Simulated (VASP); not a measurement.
# Ga (Im-3m) in VASP: single point with PBE

Aim: the single point of Ga with PBE.

All numbers are computed with VASP 6.6.1; they aren't measurements. Logs are shortened: lines on timing, memory, paths and dates and some standing lists are left out, and cuts for length are marked.

### 1 The cell of the first run

Symmetry: Im-3m, No. 229, cubic system. The conventional cell has a = 3.387 Å, b = 3.387 Å, c = 3.387 Å, α = 90.00°, β = 90.00°, γ = 90.00°. Within 3.9 Å of Ga (site symmetry m-3m) lie 14 Ga at 2.93 to 3.39 Å.

### 2 Single point, PBE

INCAR reads:

```
PREC = Accurate
ENCUT = 520
EDIFF = 1E-6
ISMEAR = -1
SIGMA = 0.13605693000000002
LREAL = False
LASPH = True
NELM = 100
ALGO = Normal
ISIF = 2
LWAVE = False
LCHARG = True
GGA = PE
LELF = True
LVHAR = True
NBANDS = 12
```

KPOINTS reads:

```
regular mesh
0
Gamma
  14 14 14
```

POSCAR reads:

```
Ga
1.0
   -1.6933709545      1.6933709545      1.6933709545
    1.6933709545     -1.6933709545      1.6933709545
    1.6933709545      1.6933709545     -1.6933709545
Ga
1
Direct
    0.0000000000      0.0000000000      0.0000000000
```

Potentials or basis: VASP PAW PBE potentials, release 64 (Ga_d).

Run with:

```console
$ cat potpaw_PBE.64/Ga_d/POTCAR > POTCAR
$ mpirun -np 1 vasp_std > vasp.out
```

OUTCAR:

```text
PREC = Accurate
   ENCUT = 520
   EDIFF = 1E-6
   ISMEAR = -1
   LREAL = False
   LASPH = True
   NELM = 100
   ISIF = 2
   GGA = PE

 ion  position               nearest neighbor table
   1  0.000  0.000  0.000-

  LATTYP: Found a body centered cubic cell.
 ALAT       =     3.3867419090

  Lattice vectors:

 A1 = (  -1.6933709545,   1.6933709545,   1.6933709545)
 A2 = (   1.6933709545,  -1.6933709545,   1.6933709545)
 A3 = (   1.6933709545,   1.6933709545,  -1.6933709545)

Analysis of symmetry for initial positions (statically):
=====================================================================
 Subroutine PRICEL returns:
 Original cell was already a primitive cell.

 Routine SETGRP: Setting up the symmetry group for a
 body centered cubic supercell.

 Subroutine GETGRP returns: Found 48 space group operations
 (whereof 48 operations were pure point group operations)
 out of a pool of 48 trial point group operations.

The static configuration has the point symmetry O_h .

Analysis of symmetry for dynamics (positions and initial velocities):
=====================================================================
 Subroutine PRICEL returns:
 Original cell was already a primitive cell.

 Routine SETGRP: Setting up the symmetry group for a
 body centered cubic supercell.

 Subroutine GETGRP returns: Found 48 space group operations
 (whereof 48 operations were pure point group operations)
 out of a pool of 48 trial point group operations.

The dynamic configuration has the point symmetry O_h .

 Subroutine INISYM returns: Found 48 space group operations
 (whereof 48 operations are pure point group operations),
 and found     1 'primitive' translations

----------------------------------------------------------------------------------------

                                     Primitive cell

  volume of cell :      19.4230

  direct lattice vectors                    reciprocal lattice vectors
    -1.693370954  1.693370954  1.693370954     0.000000000  0.295269030  0.295269030
     1.693370954 -1.693370954  1.693370954     0.295269030  0.000000000  0.295269030
     1.693370954  1.693370954 -1.693370954     0.295269030  0.295269030  0.000000000

  length of vectors
     2.933004529  2.933004529  2.933004529     0.417573467  0.417573467  0.417573467

  position of ions in fractional coordinates (direct lattice)
     0.000000000  0.000000000  0.000000000

  ion indices of the primitive-cell ions
   primitive index   ion index
                 1           1

----------------------------------------------------------------------------------------

 KPOINTS: regular mesh

Automatic generation of k-mesh.
 Grid dimensions read from file:
 generate k-points for:   14   14   14

 Generating k-lattice:

  Cartesian coordinates                     Fractional coordinates (reciprocal lattice)
     0.000000000  0.021090645  0.021090645     0.071428571  0.000000000  0.000000000
     0.021090645  0.000000000  0.021090645     0.000000000  0.071428571  0.000000000
     0.021090645  0.021090645  0.000000000     0.000000000  0.000000000  0.071428571

  Length of vectors
     0.029826676  0.029826676  0.029826676

  Shift w.r.t. Gamma in fractional coordinates (k-lattice)
     0.000000000  0.000000000  0.000000000

 Subroutine IBZKPT returns following result:
 ===========================================

 Found    104 irreducible k-points:

 Following reciprocal coordinates:
            Coordinates               Weight
  0.000000  0.000000  0.000000      1.000000
  0.071429  0.000000  0.000000     12.000000
  0.142857  0.000000  0.000000     12.000000
  0.214286  0.000000  0.000000     12.000000
  0.285714  0.000000  0.000000     12.000000
  0.357143  0.000000  0.000000     12.000000
[... 16 lines left out ...]
  0.285714  0.285714  0.000000     24.000000
  0.357143  0.285714  0.000000     24.000000
 [... further k-points ...]
   k-points           NKPTS =    104   k-points in BZ     NKDIM =    104   number of bands    NBANDS=     12
   number of dos      NEDOS =    301   number of ions     NIONS =      1
   total plane-waves  NPLWV =  13824
   dimension x,y,z NGX =    24 NGY =   24 NGZ =   24
   dimension x,y,z NGXF=    48 NGYF=   48 NGZF=   48
   ions per type =               1
   NGX,Y,Z   is equivalent  to a cutoff of  13.60, 13.60, 13.60 a.u.
   NGXF,Y,Z  is equivalent  to a cutoff of  27.21, 27.21, 27.21 a.u.
 SYSTEM =  unknown system
   PREC   = accura    normal or accurate (medium, high low for compatibility)
   ISTART =      0    job   : 0-new  1-cont  2-samecut
   ICHARG =      2    charge: 1-file 2-atom 10-const
   ISPIN  =      1    spin polarized calculation?
   LNONCOLLINEAR =      F non collinear calculations
   LSORBIT =      F    spin-orbit coupling
   LASPH  =      T    aspherical Exc in radial PAW
   ENCUT  =  520.0 eV  38.22 Ry    6.18 a.u.   5.45  5.45  5.45*2*pi/ulx,y,z
   NELM   =    100;   NELMIN=  2; NELMDL= -5     # of ELM steps
   EDIFF  = 0.1E-05   stopping-criterion for ELM
   LREAL  =      F    real-space projection
   EDIFFG = 0.1E-04   stopping-criterion for IOM
   NSW    =      0    number of steps for IOM
   IBRION =     -1    ionic relax: 0-MD 1-quasi-New 2-CG
   NFREE  =      0    steps in history (QN), initial steepest desc. (CG)
   ISIF   =      2    stress and relaxation
   ISYM   =      2    0-nonsym 1-usesym 2-fastsym
   POTIM  = 0.5000    time-step for ionic-motion
   TEBEG  =    0.0;   TEEND  =   0.0 temperature during run
   PSTRESS=    0.0 pullay stress
   NELECT =      13.0000    total number of electrons
   NUPDOWN=      -1.0000    fix difference up-down
   EMIN   =  10.00;   EMAX   =-10.00  energy-range for DOS
   EFERMI =   0.00;   METHOD = LEGACY
   ISMEAR =    -1;   SIGMA  =   0.14  broadening in eV -4-tet -1-fermi 0-gaus
   EFERMI_NEDOS =   21; number of points for ismear=-14 and -15
   IALGO  =     38    algorithm
   IMIX   =      4    mixing-type and parameters
     AMIX     =   0.40;   BMIX     =  1.00
     AMIX_MAG =   1.60;   BMIX_MAG =  1.00
  volume/ion in A,a.u.               =      19.42       131.07
  Fermi-wavevector in a.u.,A,eV,Ry     =   1.432025  2.706134 27.901396  2.050695
  Thomas-Fermi vector in A             =   2.551697
   LORBIT       =      0    0 simple, 1 ext, 2 COOP (PROOUT), +10 PAW based schemes
   GGA     = PE    functional components
   LHFCALC =     F    Hartree Fock is set to
   AEXX    =    0.0000 exact exchange contribution
   IVDW    =     0    specifies the selected vdW correction
   LEPSILON=     F    determine dielectric tensor
   LRPA    =     F    only Hartree local field effects (RPA)
 non-spin polarized calculation
  energy-cutoff  :      520.00
  volume of cell :       19.42
 maximum number of plane-waves:       539
 NGX is ok and might be reduce to    24
   NGX = 11   NGY = 11   NGZ = 11

 number of electron      12.9999991 magnetization

 Free energy of the ion-electron system (eV)
  ---------------------------------------------------
  ext. energy  EPLUGINS =         0.00000000
  ---------------------------------------------------
  free energy    TOTEN  =        -2.88512449 eV

  energy without entropy =       -2.85861188  energy(sigma->0) =       -2.87186818

 E-fermi :   5.2712     XC(G=0): -10.8780

 val. band max:        5.2461219093   @ k =   0.2857   0.2143   0.0000
 cond. band min:       5.3246156092   @ k =  -0.3571   0.4286   0.1429
 fundamental gap:      0.0784936999
 Fermi energy:         5.2711813789

 k-point     1 :       0.0000    0.0000    0.0000
  band No.  band energies     occupation
      1      -9.6153      2.00000
      2      -9.6153      2.00000
      3      -9.6153      2.00000
      4      -9.4409      2.00000
      5      -9.4409      2.00000
      6      -5.5286      2.00000
      7      17.5122      0.00000
      8      17.5122      0.00000
      9      17.5122      0.00000
     10      22.1759      0.00000
     11      22.1759      0.00000
     12      22.1759      0.00000

 k-point     2 :       0.0714    0.0000    0.0000
  band No.  band energies     occupation
      1      -9.6192      2.00000
      2      -9.6124      2.00000
      3      -9.6018      2.00000
      4      -9.4448      2.00000
      5      -9.4409      2.00000
      6      -5.3929      2.00000
      7      16.2888      0.00000
      8      16.8855      0.00000
      9      17.2980      0.00000
     10      20.7035      0.00000
     11      20.8604      0.00000
     12      22.1527      0.00000

 k-point     3 :       0.1429    0.0000    0.0000
  band No.  band energies     occupation
      1      -9.6299      2.00000
      2      -9.6070      2.00000
      3      -9.5637      2.00000
      4      -9.4545      2.00000
      5      -9.4409      2.00000
      6      -4.9835      2.00000
      7      13.7042      0.00000
      8      15.6862      0.00000
      9      16.7114      0.00000
     10      19.4167      0.00000
     11      19.5426      0.00000
     12      21.9184      0.00000
[... 286 lines left out ...]
 k-point    23 :       0.2857    0.2857    0.0000
  band No.  band energies     occupation
      1      -9.6663      2.00000
      2      -9.5666      2.00000
      3      -9.4920      2.00000
      4      -9.4476      2.00000
      5      -9.4015      2.00000
      6       0.9781      2.00000
      7       4.5157      1.99228
      8       5.6120      0.15105
      9      12.4590      0.00000
     10      20.2813      0.00000
     11      21.1139      0.00000
     12      24.3251      0.00000

 k-point    24 :       0.3571    0.2857    0.0000
  band No.  band energies     occupation
      1      -9.6663      2.00000
      2      -9.5511      2.00000
      3      -9.5056      2.00000
      4      -9.4367      2.00000
      5      -9.4108      2.00000
      6       2.1372      2.00000
      7       3.4809      2.00000
      8       5.0987      1.56074
      9      12.3409      0.00000
     10      20.4293      0.00000
     11      22.1182      0.00000
     12      22.8468      0.00000

 [... further k-points ...]
[... 5 lines left out ...]
  --------------------------------------------------------------------------------------
  -------------------------------------------------------------------------------------
  Total       -0.0639578     -0.0639578     -0.0639578     -0.0000000     -0.0000000      0.0000000
  in kB       -5.2757904     -5.2757904     -5.2757904     -0.0000000     -0.0000000      0.0000000
  external PRESSURE =      -5.2757904 kB  Pullay stress =       0.0000000 kB

 VOLUME and BASIS-vectors are now :
 -----------------------------------------------------------------------------
  energy-cutoff  :      520.00
  volume of cell :       19.42
      direct lattice vectors                 reciprocal lattice vectors
    -1.693370954  1.693370954  1.693370954     0.000000000  0.295269030  0.295269030
     1.693370954 -1.693370954  1.693370954     0.295269030  0.000000000  0.295269030
     1.693370954  1.693370954 -1.693370954     0.295269030  0.295269030  0.000000000

 POSITION                                       TOTAL-FORCE (eV/Angst)
 -----------------------------------------------------------------------------------
      0.00000      0.00000      0.00000        -0.000000     -0.000000      0.000000
 -----------------------------------------------------------------------------------
    total drift:                                0.000000      0.000000     -0.000000

  FREE ENERGIE OF THE ION-ELECTRON SYSTEM (eV)
  ---------------------------------------------------
  free  energy   TOTEN  =        -2.8851244911 eV

  energy  without entropy=       -2.8586118783  energy(sigma->0) =       -2.87186818
```

It took 9.7 s on 1 thread of Intel Xeon Platinum 8488C (Sapphire Rapids), shared host; peak memory 0.15 GiB.

Results:

* Free energy: -2.8851 eV
* Pressure: -0.5 GPa

Levels at points of the mesh, in eV from the Fermi level:
```tsv
k point	band 2	band 3	band 4	band 5	band 6	band 7	band 8	band 9	band 10	band 11
(0.00, 0.00, 0.00)	-14.89	-14.89	-14.71	-14.71	-10.80	12.24	12.24	12.24	16.90	16.90
(0.50, 0.00, 0.00)	-14.94	-14.72	-14.71	-14.60	-4.46	-3.58	6.88	8.90	11.31	11.54
(0.50, 0.50, 0.50)	-14.98	-14.63	-14.63	-14.63	1.24	1.63	1.63	1.63	5.75	5.75
```
